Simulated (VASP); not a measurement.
## NiO: single point with LDA+U

NiO:

```xyz
4
Lattice="0.0000 2.0913 2.0913 2.0913 0.0000 2.0913 4.1826 4.1826 0.0000" Properties=species:S:1:pos:R:3 pbc="T T T"
Ni    0.0000    0.0000    0.0000
Ni    2.0913    2.0913    0.0000
O     2.0913    2.0913    2.0913
O     4.1826    4.1826    2.0913
```

```yaml
Program: VASP 6.6.1
Task: single point
Functional: LDA
Potentials_or_basis: VASP PAW LDA potentials, release 64 (Ni, O)
Cutoff: 520 eV
k_mesh: 8 × 8 × 8
Occupations: gaussian, width 0.05 eV
Spin: collinear spin, zero start
Starting_moments: "[0.0, 0.0, 0.0, 0.0] μB"
Fixed_moment: 0 μB
Hubbard_terms: Ni d U = 4.0 eV
Dipole_correction: no
Further_INCAR_settings: ALGO = Normal; EDIFF = 1e-07; NBANDS = 28
```

* Pressure: -26.7 GPa
* Net moment: 0.00 μB per cell
* Valence electrons inside the program's atomic spheres: Ni 9.17; O 4.88

Eigenvalues of the final occupation matrices:
| site | spin | trace | eigenvalues |
| --- | --- | --- | --- |
| site 1 d | 1 | 4.25 | 0.67 0.67 0.97 0.97 0.97 |
| site 1 d | 2 | 4.25 | 0.67 0.67 0.97 0.97 0.97 |
| site 2 d | 1 | 4.25 | 0.67 0.67 0.97 0.97 0.97 |
| site 2 d | 2 | 4.25 | 0.67 0.67 0.97 0.97 0.97 |

Wall time 2 min on 1 thread of Intel Xeon 8259CL, with other jobs on the host, peak memory 0.23 GiB.

Caveat: the cell stands under tension; the total moment is fixed, so each spin has its own Fermi level.
